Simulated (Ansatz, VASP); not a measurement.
## Two plane-wave programs on C4F

The input INCAR:

```
SYSTEM = C4F
PREC = Accurate
ENCUT = 520
EDIFF = 1E-6
ISMEAR = 0
SIGMA = 0.1
LREAL = .FALSE.
LASPH = .TRUE.
NELM = 60
ALGO = Normal
ISIF = 2
LWAVE = .FALSE.
LCHARG = .FALSE.
GGA = PE
IVDW = 12
NBANDS = 20
```

KPOINTS

```
regular mesh
0
G
  6 6 6
  0 0 0
```

The input POSCAR:

```
C4F
1.0
   -1.9141354000      1.9141354000      3.7479241200
    1.9141354000     -1.9141354000      3.7479241200
    1.9141354000      1.9141354000     -3.7479241200
C F
4 1
Direct
    0.2370000000      0.2370000000      0.0000000000
    0.7630000000      0.7630000000      0.0000000000
    0.5000000000      0.0000000000      0.5000000000
    0.0000000000      0.5000000000      0.5000000000
    0.0000000000      0.0000000000      0.0000000000
```

Input for Ansatz:

```yaml
crystal:
  lattice:
    - [-1.9141354, 1.9141354, 3.74792412]
    - [1.9141354, -1.9141354, 3.74792412]
    - [1.9141354, 1.9141354, -3.74792412]
  atoms:
    - { symbol: C, position: [0.237, 0.237, 0.0] }
    - { symbol: C, position: [0.763, 0.763, 0.0] }
    - { symbol: C, position: [0.5, 0.0, 0.5] }
    - { symbol: C, position: [0.0, 0.5, 0.5] }
    - { symbol: F, position: [0.0, 0.0, 0.0] }
basis:
  ecutwfc: 420
kpoints:
  mp_grid: { grid: [6, 6, 6] }
hamiltonian:
  xc: pbe
  dispersion: d3bj
scf:
  occupations: { method: gaussian, width: 0.1 }
  lower_state_search: "off"
output:
  forces: true
  stress: true
  eigenvalues: true
```

Change from the starting cell: species swapped into the SnF4 type (I4/mmm, No. 139).

Alike in both runs: task single point; functional PBE; dispersion D3(BJ); k mesh 6 × 6 × 6; occupations gaussian, width 0.1 eV; no spin polarisation.

|  | VASP | Ansatz |
| --- | --- | --- |
| version | VASP 6.6.1 | Ansatz 0.2.0 |
| potentials or method | VASP PAW PBE potentials, release 64 (C, F), cutoff 520 eV | scalar-relativistic, plane waves, PAW |
| valence electrons in the cell | 23 | 23 |

VASP gave:

- gap on the k mesh at the Fermi level (eV): none
- pressure (GPa): -1.5
- traceless stress, the component that is largest in VASP (GPa): 4.91
- rms of the force components (eV/Å): 1.032

Problem. Estimate Ansatz's values.

Solution. gap on the k mesh at the Fermi level (eV): none; pressure (GPa): -1.4; traceless stress, the component that is largest in VASP (GPa): 4.87; rms of the force components (eV/Å): 1.027.

Atom by atom the forces differ by 0.004 eV/Å (rms over components). A gap of «none» marks a metal or a gap that the smearing closes.

The k mesh is coarse, so the values compare programs but aren't converged.
